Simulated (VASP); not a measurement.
# TaN (Fm-3m) in VASP: notebook, part 2 of 2

VASP 6.6.1. Earlier steps stand in the parts before.

## Step 3: Single point, r2SCAN

This run uses another cell than the first one, of 10.14 Å³/atom, 1.032 times its volume.

Input file POSCAR:

```
TaN
1.0
    0.0000000000      2.1643753983      2.1643753983
    2.1643753983      0.0000000000      2.1643753983
    2.1643753983      2.1643753983      0.0000000000
Ta N
1 1
Direct
    0.5000000000      0.5000000000      0.5000000000
    0.0000000000      0.0000000000      0.0000000000
```

Input file INCAR.step1:

```
SYSTEM = TaN
  PREC = Accurate
  ENCUT = 520
  ISMEAR = 1
  SIGMA = 0.1
  LREAL = .False.
  LASPH = .True.
  NELM = 80
  NBANDS = 15
  GGA = PE
  ALGO = Normal
  EDIFF = 1E-4
  LWAVE = .True.
  LCHARG = .False.
```

Input file INCAR.step2:

```
SYSTEM = TaN
  PREC = Accurate
  ENCUT = 520
  EDIFF = 1E-7
  ISMEAR = 1
  SIGMA = 0.1
  LREAL = .False.
  LASPH = .True.
  NELM = 80
  ALGO = Normal
  ISIF = 2
  LWAVE = .False.
  LCHARG = .False.
  METAGGA = R2SCAN
  LMIXTAU = .True.
  NBANDS = 15
  ISTART = 1
```

Input file KPOINTS:

```
regular mesh
0
Gamma
  11 11 11
  0 0 0
```

Potentials or basis: VASP PAW PBE potentials, release 64 (Ta_pv, N).

Started as:

```
cat potpaw_PBE.64/Ta_pv/POTCAR potpaw_PBE.64/N/POTCAR > POTCAR
cp INCAR.step1 INCAR
mpirun -np 1 vasp_std > vasp.out
cp INCAR.step2 INCAR
mpirun -np 1 vasp_std > vasp.out
```

OUTCAR:

```text
SYSTEM = TaN
   PREC = Accurate
   ENCUT = 520
   EDIFF = 1E-7
   ISMEAR = 1
   LREAL = .False.
   LASPH = .True.
   NELM = 80
   ISIF = 2
   METAGGA = R2SCAN
   ISTART = 1

 ion  position               nearest neighbor table
   1  0.500  0.500  0.500-   2 2.16   2 2.16   2 2.16   2 2.16   2 2.16   2 2.16
   2  0.000  0.000  0.000-   1 2.16   1 2.16   1 2.16   1 2.16   1 2.16   1 2.16

  LATTYP: Found a face centered cubic cell.
 ALAT       =     4.3287507966

  Lattice vectors:

 A1 = (   0.0000000000,   2.1643753983,   2.1643753983)
 A2 = (   2.1643753983,   0.0000000000,   2.1643753983)
 A3 = (   2.1643753983,   2.1643753983,   0.0000000000)

Analysis of symmetry for initial positions (statically):
=====================================================================
 Subroutine PRICEL returns:
 Original cell was already a primitive cell.

 Routine SETGRP: Setting up the symmetry group for a
 face centered cubic supercell.

 Subroutine GETGRP returns: Found 48 space group operations
[... 9 lines left out ...]

 Routine SETGRP: Setting up the symmetry group for a
 face centered cubic supercell.

 Subroutine GETGRP returns: Found 48 space group operations
[... 11 lines left out ...]
                                     Primitive cell

  volume of cell :      20.2781

  direct lattice vectors                    reciprocal lattice vectors
     0.000000000  2.164375398  2.164375398    -0.231013530  0.231013530  0.231013530
     2.164375398  0.000000000  2.164375398     0.231013530 -0.231013530  0.231013530
     2.164375398  2.164375398  0.000000000     0.231013530  0.231013530 -0.231013530

  length of vectors
     3.060889042  3.060889042  3.060889042     0.400127170  0.400127170  0.400127170

  position of ions in fractional coordinates (direct lattice)
     0.500000000  0.500000000  0.500000000
     0.000000000  0.000000000  0.000000000

  ion indices of the primitive-cell ions
   primitive index   ion index
                 1           1
                 2           2

----------------------------------------------------------------------------------------

 KPOINTS: regular mesh

Automatic generation of k-mesh.
 Grid dimensions read from file:
 generate k-points for:   11   11   11

 Generating k-lattice:

  Cartesian coordinates                     Fractional coordinates (reciprocal lattice)
    -0.021001230  0.021001230  0.021001230     0.090909091  0.000000000  0.000000000
     0.021001230 -0.021001230  0.021001230     0.000000000  0.090909091  0.000000000
     0.021001230  0.021001230 -0.021001230     0.000000000  0.000000000  0.090909091

  Length of vectors
     0.036375197  0.036375197  0.036375197

  Shift w.r.t. Gamma in fractional coordinates (k-lattice)
     0.000000000  0.000000000  0.000000000

 Subroutine IBZKPT returns following result:
 ===========================================

 Found     56 irreducible k-points:

 Following reciprocal coordinates:
            Coordinates               Weight
  0.000000  0.000000  0.000000      1.000000
  0.090909  0.000000  0.000000      8.000000
  0.181818  0.000000  0.000000      8.000000
  0.272727  0.000000  0.000000      8.000000
  0.363636  0.000000  0.000000      8.000000
  0.454545  0.000000  0.000000      8.000000
[... 16 lines left out ...]
 -0.272727  0.181818  0.000000     24.000000
 -0.181818  0.181818  0.000000     12.000000
 [... further k-points ...]
   k-points           NKPTS =     56   k-points in BZ     NKDIM =     56   number of bands    NBANDS=     15
   number of dos      NEDOS =    301   number of ions     NIONS =      2
   total plane-waves  NPLWV =  13824
   dimension x,y,z NGX =    24 NGY =   24 NGZ =   24
   dimension x,y,z NGXF=    48 NGYF=   48 NGZF=   48
   ions per type =               1   1
   NGX,Y,Z   is equivalent  to a cutoff of  13.04, 13.04, 13.04 a.u.
   NGXF,Y,Z  is equivalent  to a cutoff of  26.07, 26.07, 26.07 a.u.
 SYSTEM =  TaN
   PREC   = accura    normal or accurate (medium, high low for compatibility)
   ISTART =      1    job   : 0-new  1-cont  2-samecut
   ICHARG =      0    charge: 1-file 2-atom 10-const
   ISPIN  =      1    spin polarized calculation?
   LNONCOLLINEAR =      F non collinear calculations
   LSORBIT =      F    spin-orbit coupling
   LASPH  =      T    aspherical Exc in radial PAW
   ENCUT  =  520.0 eV  38.22 Ry    6.18 a.u.   5.69  5.69  5.69*2*pi/ulx,y,z
   NELM   =     80;   NELMIN=  2; NELMDL=  0     # of ELM steps
   EDIFF  = 0.1E-06   stopping-criterion for ELM
   LREAL  =      F    real-space projection
   EDIFFG = 0.1E-05   stopping-criterion for IOM
   NSW    =      0    number of steps for IOM
   IBRION =     -1    ionic relax: 0-MD 1-quasi-New 2-CG
   NFREE  =      0    steps in history (QN), initial steepest desc. (CG)
   ISIF   =      2    stress and relaxation
   ISYM   =      2    0-nonsym 1-usesym 2-fastsym
   POTIM  = 0.5000    time-step for ionic-motion
   TEBEG  =    0.0;   TEEND  =   0.0 temperature during run
   PSTRESS=    0.0 pullay stress
   NELECT =      16.0000    total number of electrons
   NUPDOWN=      -1.0000    fix difference up-down
   EMIN   =  10.00;   EMAX   =-10.00  energy-range for DOS
   EFERMI =   0.00;   METHOD = LEGACY
   ISMEAR =     1;   SIGMA  =   0.10  broadening in eV -4-tet -1-fermi 0-gaus
   EFERMI_NEDOS =   21; number of points for ismear=-14 and -15
   IALGO  =     38    algorithm
   IMIX   =      4    mixing-type and parameters
     AMIX     =   0.40;   BMIX     =  1.00
     AMIX_MAG =   1.60;   BMIX_MAG =  1.00
  volume/ion in A,a.u.               =      10.14        68.42
  Fermi-wavevector in a.u.,A,eV,Ry     =   1.512768  2.858716 31.136471  2.288466
  Thomas-Fermi vector in A             =   2.622648
   LORBIT       =      0    0 simple, 1 ext, 2 COOP (PROOUT), +10 PAW based schemes
   METAGGA = R2SCAN    functional components
   LHFCALC =     F    Hartree Fock is set to
   AEXX    =    0.0000 exact exchange contribution
   IVDW    =     0    specifies the selected vdW correction
   LEPSILON=     F    determine dielectric tensor
   LRPA    =     F    only Hartree local field effects (RPA)
 non-spin polarized calculation
 Methfessel and Paxton  Order N= 1 SIGMA  =   0.10
  energy-cutoff  :      520.00
  volume of cell :       20.28
 maximum number of plane-waves:       560
   NGX = 11   NGY = 11   NGZ = 11

 number of electron      15.9999998 magnetization

 Free energy of the ion-electron system (eV)
  ---------------------------------------------------
  ext. energy  EPLUGINS =         0.00000000
  ---------------------------------------------------
  free energy    TOTEN  =       -59.55303015 eV

  energy without entropy =      -59.55452790  energy(sigma->0) =      -59.55352940

 E-fermi :  10.2208     XC(G=0): -14.7639

 val. band max:       10.1112884861   @ k =  -0.3636   0.2727   0.0909
 cond. band min:      10.2818302741   @ k =   0.2727   0.1818   0.0909
 fundamental gap:      0.1705417879
 Fermi energy:        10.2207870982

 k-point     1 :       0.0000    0.0000    0.0000
  band No.  band energies     occupation
      1     -26.8991      2.00000
      2     -26.8991      2.00000
      3     -26.8991      2.00000
      4     -10.2596      2.00000
      5       5.8706      2.00000
      6       5.8706      2.00000
      7       5.8706      2.00000
      8       7.8568      2.00000
      9       7.8568      2.00000
     10       7.8568      2.00000
     11      10.2946      0.05483
     12      10.2946      0.05483
     13      12.3676      0.00000
     14      19.8366      0.00000
     15      20.1459      0.00000
[... 397 lines left out ...]
 k-point    24 :      -0.1818    0.1818    0.0000
  band No.  band energies     occupation
      1     -27.4903      2.00000
      2     -27.1194      2.00000
      3     -26.9370      2.00000
      4      -8.4553      2.00000
      5       1.1444      2.00000
      6       2.5933      2.00000
      7       3.4986      2.00000
      8       9.3892      2.00000
      9       9.7911      2.00000
     10      11.6998     -0.00000
     11      12.3960      0.00000
     12      16.5624      0.00000
     13      16.7147      0.00000
     14      19.8355      0.00000
     15      24.3795      0.00000

 [... further k-points ...]

------------------------ aborting loop because EDIFF is reached ----------------------------------------

  FORCE on cell =-STRESS in cart. coord.  units (eV):
  Direction    XX          YY          ZZ          XY          YZ          ZX
  --------------------------------------------------------------------------------------
  -------------------------------------------------------------------------------------
  Total        2.5811887      2.5811887      2.5811887      0.0000000     -0.0000000     -0.0000000
  in kB      203.9400774    203.9400774    203.9400774      0.0000000     -0.0000000     -0.0000000
  external PRESSURE =     203.9400774 kB  Pullay stress =       0.0000000 kB

 VOLUME and BASIS-vectors are now :
 -----------------------------------------------------------------------------
  energy-cutoff  :      520.00
  volume of cell :       20.28
      direct lattice vectors                 reciprocal lattice vectors
     0.000000000  2.164375398  2.164375398    -0.231013530  0.231013530  0.231013530
     2.164375398  0.000000000  2.164375398     0.231013530 -0.231013530  0.231013530
     2.164375398  2.164375398  0.000000000     0.231013530  0.231013530 -0.231013530

 POSITION                                       TOTAL-FORCE (eV/Angst)
 -----------------------------------------------------------------------------------
      2.16438      2.16438      2.16438         0.000000     -0.000000     -0.000000
      0.00000      0.00000      0.00000         0.000000      0.000000      0.000000
 -----------------------------------------------------------------------------------
    total drift:                                0.000000     -0.000000     -0.000000

  FREE ENERGIE OF THE ION-ELECTRON SYSTEM (eV)
  ---------------------------------------------------
  free  energy   TOTEN  =       -59.5530301528 eV

  energy  without entropy=      -59.5545279028  energy(sigma->0) =      -59.55352940
```

Wall time 30 s (1 thread of Intel Xeon 6975P-C, shared host); peak memory 0.15 GiB.

Results:

| Property | Result |
| --- | --- |
| Free energy | -59.5530 eV |
| Pressure | 20.4 GPa |
| Band gap on the k mesh | zero (band 8 reaches 12.04 eV, above the bottom of band 9 at 7.86 eV) |

Caveat: the PAW data sets were made with another functional, which shifts forces and pressure a little; spin-orbit coupling is left out, which moves the levels of the heavy elements.

## Step 4: Single point, r2SCAN

This run uses another cell than the first one, of 10.45 Å³/atom, 1.063 times its volume.

Input file POSCAR:

```
TaN
1.0
    0.0000000000      2.1862392558      2.1862392558
    2.1862392558      0.0000000000      2.1862392558
    2.1862392558      2.1862392558      0.0000000000
Ta N
1 1
Direct
    0.5000000000      0.5000000000      0.5000000000
    0.0000000000      0.0000000000      0.0000000000
```

Input file INCAR.step1:

```
ALGO     = Normal         # electronic algorithm
EDIFF    = 1E-4           # SCF threshold, eV
ENCUT    = 520            # plane-wave cutoff, eV
GGA      = PE             # functional
ISMEAR   = 1              # smearing method
LASPH    = True           # aspherical terms in the spheres
LCHARG   = False          # write CHGCAR
LREAL    = False          # projectors in reciprocal space
LWAVE    = True           # write WAVECAR
NBANDS   = 15             # bands
NELM     = 80             # most SCF steps
PREC     = Accurate       # precision mode
SIGMA    = 0.1            # smearing width, eV
```

Input file INCAR.step2:

```
ALGO     = Normal         # electronic algorithm
EDIFF    = 1E-6           # SCF threshold, eV
ENCUT    = 520            # plane-wave cutoff, eV
ISIF     = 2              # what is computed and relaxed
ISMEAR   = 1              # smearing method
ISTART   = 1            
LASPH    = True           # aspherical terms in the spheres
LCHARG   = True           # write CHGCAR
LELF     = True           # ELF
LMIXTAU  = True         
LREAL    = False          # projectors in reciprocal space
LVHAR    = True         
LWAVE    = False          # write WAVECAR
METAGGA  = R2SCAN         # meta-GGA
NBANDS   = 15             # bands
NELM     = 80             # most SCF steps
PREC     = Accurate       # precision mode
SIGMA    = 0.1            # smearing width, eV
```

Input file KPOINTS:

```
k-points
0
Gamma
  11 11 11
```

Started as:

```
cat potpaw_PBE.64/Ta_pv/POTCAR potpaw_PBE.64/N/POTCAR > POTCAR
cp INCAR.step1 INCAR
mpirun -np 1 vasp_std > vasp.out
cp INCAR.step2 INCAR
mpirun -np 1 vasp_std > vasp.out
```

Run time: 31 s. Hardware: 1 thread of Intel Xeon 6975P-C, shared host; peak memory 0.16 GiB.

The run converged. Its results:

- Free energy: -59.6080 eV
- Pressure: 8.0 GPa
- Band gap on the k mesh: zero (band 8 reaches 11.61 eV, above the bottom of band 9 at 7.60 eV)

Levels at points of the mesh, in eV from the Fermi level:
| k point | band 6 | band 7 | band 8 | band 9 | band 10 | band 11 |
| --- | --- | --- | --- | --- | --- | --- |
| (0.00, 0.00, 0.00) | -4.26 | -4.26 | -2.27 | -2.27 | -2.27 | 0.07 |

Caveat: the PAW data sets were made with another functional, which shifts forces and pressure a little; spin-orbit coupling is left out, which moves the levels of the heavy elements.

## Step 5: Single point, r2SCAN

This run uses another cell than the first one, of 10.76 Å³/atom, 1.095 times its volume.

Input file POSCAR:

```
TaN
1.0
    0.0000000000      2.2076743409      2.2076743409
    2.2076743409      0.0000000000      2.2076743409
    2.2076743409      2.2076743409      0.0000000000
Ta N
1 1
Direct
    0.5000000000      0.5000000000      0.5000000000
    0.0000000000      0.0000000000      0.0000000000
```

Input file INCAR.step1:

```
PREC     = Accurate       # precision mode
ENCUT    = 520            # plane-wave cutoff, eV
ISMEAR   = 1              # smearing method
SIGMA    = 0.1            # smearing width, eV
LREAL    = F              # projectors in reciprocal space
LASPH    = T              # aspherical terms in the spheres
NELM     = 60             # most SCF steps
NBANDS   = 15             # bands
GGA      = PE             # functional
ALGO     = Normal         # electronic algorithm
EDIFF    = 1E-4           # SCF threshold, eV
LWAVE    = T              # write WAVECAR
LCHARG   = F              # write CHGCAR
```

Input file INCAR.step2:

```
PREC     = Accurate       # precision mode
ENCUT    = 520            # plane-wave cutoff, eV
EDIFF    = 1E-7           # SCF threshold, eV
ISMEAR   = 1              # smearing method
SIGMA    = 0.1            # smearing width, eV
LREAL    = F              # projectors in reciprocal space
LASPH    = T              # aspherical terms in the spheres
NELM     = 60             # most SCF steps
ALGO     = Normal         # electronic algorithm
ISIF     = 2              # what is computed and relaxed
LWAVE    = F              # write WAVECAR
LCHARG   = F              # write CHGCAR
METAGGA  = R2SCAN         # meta-GGA
LMIXTAU  = T            
NBANDS   = 15             # bands
ISTART   = 1
```

Input file KPOINTS:

```
regular mesh
0
Gamma
  11 11 11
```

Started as:

```
cat potpaw_PBE.64/Ta_pv/POTCAR potpaw_PBE.64/N/POTCAR > POTCAR
cp INCAR.step1 INCAR
mpirun -np 1 vasp_std > vasp.out
cp INCAR.step2 INCAR
mpirun -np 1 vasp_std > vasp.out
```

It took 36 s on 1 thread of Intel Xeon 6975P-C, shared host; peak memory 0.15 GiB.

Results (log left out):

```
Free energy            : -59.6186 eV
Pressure               : -2.6 GPa
Band gap on the k mesh : zero (band 8 reaches 11.20 eV, above the bottom of band 9 at 7.34 eV)
```

Levels at points of the mesh, in eV from the Fermi level:
| k point | band 5 | band 6 | band 7 | band 8 | band 9 | band 10 | band 11 | band 12 |
| --- | --- | --- | --- | --- | --- | --- | --- | --- |
| (0.00, 0.00, 0.00) | -4.17 | -4.17 | -4.17 | -2.19 | -2.19 | -2.19 | 0.07 | 0.07 |

Caveat: the PAW data sets were made with another functional, which shifts forces and pressure a little; spin-orbit coupling is left out, which moves the levels of the heavy elements.

## Step 6: Single point, r2SCAN

This run uses another cell than the first one, of 11.07 Å³/atom, 1.126 times its volume.

Input file POSCAR:

```
TaN
1.0
    0.0000000000      2.2287010763      2.2287010763
    2.2287010763      0.0000000000      2.2287010763
    2.2287010763      2.2287010763      0.0000000000
Ta N
1 1
Direct
    0.5000000000      0.5000000000      0.5000000000
    0.0000000000      0.0000000000      0.0000000000
```

Input file INCAR.step1:

```
SYSTEM = TaN
PREC = Accurate ; ENCUT = 520
ISMEAR = 1 ; SIGMA = 0.1
LREAL = .FALSE. ; LASPH = .TRUE.
NELM = 60 ; NBANDS = 15
GGA = PE ; ALGO = Normal
EDIFF = 1E-4 ; LWAVE = .TRUE.
LCHARG = .FALSE.
```

Input file INCAR.step2:

```
SYSTEM = TaN
PREC = Accurate ; ENCUT = 520
EDIFF = 1E-7 ; ISMEAR = 1
SIGMA = 0.1 ; LREAL = .FALSE.
LASPH = .TRUE. ; NELM = 60
ALGO = Normal ; ISIF = 2
LWAVE = .FALSE. ; LCHARG = .FALSE.
METAGGA = R2SCAN ; LMIXTAU = .TRUE.
NBANDS = 15 ; ISTART = 1
```

Input file KPOINTS:

```
Automatic mesh
0
G
  11 11 11
  0 0 0
```

Potentials or basis: VASP PAW PBE potentials, release 64 (Ta_pv, N).

Started as:

```
cat potpaw_PBE.64/Ta_pv/POTCAR potpaw_PBE.64/N/POTCAR > POTCAR
cp INCAR.step1 INCAR
mpirun -np 1 vasp_std > vasp.out
cp INCAR.step2 INCAR
mpirun -np 1 vasp_std > vasp.out
```

Run time: 36 s. Hardware: 1 thread of Intel Xeon 6975P-C, shared host; peak memory 0.16 GiB.

Results (log left out):

```
Free energy            : -59.5911 eV
Pressure               : -11.6 GPa
Band gap on the k mesh : zero (band 8 reaches 10.80 eV, above the bottom of band 9 at 7.10 eV)
```

Levels at points of the mesh, in eV from the Fermi level:
| k point | band 6 | band 7 | band 8 | band 9 | band 10 | band 11 |
| --- | --- | --- | --- | --- | --- | --- |
| (0.00, 0.00, 0.00) | -4.08 | -4.08 | -2.11 | -2.11 | -2.11 | 0.07 |

Caveat: the PAW data sets were made with another functional, which shifts forces and pressure a little; spin-orbit coupling is left out, which moves the levels of the heavy elements.

## Step 7: Summary

| cell | gap on the mesh (eV) | pressure (GPa) |
| --- | --- | --- |
| a = 3.029 Å, angles 60.0°, 2 atoms | none | 34.9 |
| a = 3.061 Å, angles 60.0°, 2 atoms | none | 20.4 |
| a = 3.092 Å, angles 60.0°, 2 atoms | none | 8.0 |
| a = 3.122 Å, angles 60.0°, 2 atoms | none | -2.6 |
| a = 3.152 Å, angles 60.0°, 2 atoms | none | -11.6 |

Alike in all rows: task single point; level r2SCAN; potentials or basis VASP PAW PBE potentials, release 64 (Ta_pv, N); no spin polarisation; k mesh 11 × 11 × 11; cutoff (eV) 520; smearing methfessel-paxton 0.1 eV.

Caveats: the PAW data sets were made with another functional, which shifts forces and pressure a little; spin-orbit coupling is left out, which moves the levels of the heavy elements.

Total energies depend on the potentials used, so only differences within one code and one set of settings carry meaning.
